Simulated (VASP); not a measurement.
Write the native input for VASP 6.6.1 that does the following.

| Quantity | Value |
| --- | --- |
| Task | single point |
| Functional | PBE |
| Potentials or basis | VASP PAW PBE potentials, release 64 (Cd, H) |
| Cutoff | 520 eV |
| k mesh | 12 × 12 × 12 |
| Occupations | gaussian, width 0.1 eV |
| Spin | no spin polarisation |
| Dipole correction | no |
| Further INCAR settings | ALGO = Normal; EDIFF = 1e-06; NBANDS = 38 |

The structure of Cd2H3 lies in POSCAR:

```
Cd2H3
1.0
    3.0289680786      1.7487755355      4.5900673904
   -3.0289680786      1.7487755355      4.5900673904
    0.0000000000     -3.4975510711      4.5900673904
Cd H
4 6
Direct
    0.8668421441      0.8668421441      0.8668421441
    0.6331578559      0.6331578559      0.6331578559
    0.1331578559      0.1331578559      0.1331578559
    0.3668421441      0.3668421441      0.3668421441
    0.2021371246      0.2978628754      0.7500000000
    0.7500000000      0.2021371246      0.2978628754
    0.2978628754      0.7500000000      0.2021371246
    0.7978628754      0.7021371246      0.2500000000
    0.2500000000      0.7978628754      0.7021371246
    0.7021371246      0.2500000000      0.7978628754
```

The input as run:

INCAR

```
SYSTEM = Cd2H3
PREC = Accurate
ENCUT = 520
EDIFF = 1E-6
ISMEAR = 0
SIGMA = 0.1
LREAL = .False.
LASPH = .True.
NELM = 100
ALGO = Normal
ISIF = 2
LWAVE = .False.
LCHARG = .False.
GGA = PE
NBANDS = 38
```

KPOINTS

```
Automatic mesh
0
Gamma
  12 12 12
  0 0 0
```

Potentials or basis: VASP PAW PBE potentials, release 64 (Cd, H).

Command:

```bash
$ cat potpaw_PBE.64/Cd/POTCAR potpaw_PBE.64/H/POTCAR > POTCAR
$ mpirun -np 1 vasp_std > vasp.out
```

It gave:

```
Pressure               : 0.2 GPa
Largest force          : 0.022 eV/Å
Band gap on the k mesh : zero (bands 27 and 28 overlap by 2.11 eV)
```

It took 29 min on 1 thread of Intel Xeon 8259CL, with other jobs on the host, peak memory 0.87 GiB.
